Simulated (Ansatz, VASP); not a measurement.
One calculation of H, two programs

The input INCAR:

```
SYSTEM = H
  PREC = Accurate
  ENCUT = 520
  EDIFF = 1E-7
  ISMEAR = 0
  SIGMA = 0.05
  LREAL = .FALSE.
  LASPH = .TRUE.
  NELM = 100
  ALGO = Normal
  ISIF = 2
  LWAVE = .FALSE.
  LCHARG = .FALSE.
  GGA = PE
  NBANDS = 8
```

KPOINTS

```
regular mesh
0
G
  8 8 8
  0 0 0
```

POSCAR

```
H
1.0
   -1.8734163142      1.8734163142      2.2855640979
    1.8734163142     -1.8734163142      2.2855640979
    1.8363189614      1.8363189614     -2.2855640979
H
2
Direct
    0.9178910720      0.9178910720      0.0000000000
    0.0821089280      0.0821089280      0.0000000000
```

Input for Ansatz:

```yaml
crystal:
  lattice:
    - [-1.8734163142, 1.8734163142, 2.2855640979]
    - [1.8734163142, -1.8734163142, 2.2855640979]
    - [1.8363189614, 1.8363189614, -2.2855640979]
  atoms:
    - { symbol: H, position: [0.917891072, 0.917891072, 0.0] }
    - { symbol: H, position: [0.082108928, 0.082108928, 0.0] }
basis:
  ecutwfc: 420
kpoints:
  mp_grid: { grid: [8, 8, 8] }
hamiltonian:
  xc: pbe
scf:
  occupations: { method: gaussian, width: 0.05 }
output:
  forces: true
  stress: true
  eigenvalues: true
  write_density: true
  write_potential: true
  elf: true
  volumetric_format: npy
```

Change from the starting cell: strain -0.0200 x Voigt [0, 0, 0, 0, 0, 1], atoms carried along.

Alike in both runs: task single point; functional PBE; k mesh 8 × 8 × 8; occupations gaussian, width 0.05 eV; no spin polarisation.

|  | VASP | Ansatz |
| --- | --- | --- |
| version | VASP 6.6.1 | Ansatz 0.2.0 |
| potentials or method | VASP PAW PBE potentials, release 64 (H), cutoff 520 eV | scalar-relativistic, plane waves, PAW |
| valence electrons in the cell | 2 | 2 |

|  | VASP | Ansatz | Ansatz less VASP |
| --- | --- | --- | --- |
| gap on the k mesh at the Fermi level (eV) | 9.28 | 9.27 | 0.000 |
| least direct gap on the mesh (eV) | 9.75 | 9.75 | -0.001 |
| pressure (GPa) | -0.2 | 0.0 | +0.16 |
| rms of the force components (eV/Å) | 0.005 | 0.001 | -0.0037 |

Atom by atom the forces differ by 0.006 eV/Å (rms over components).
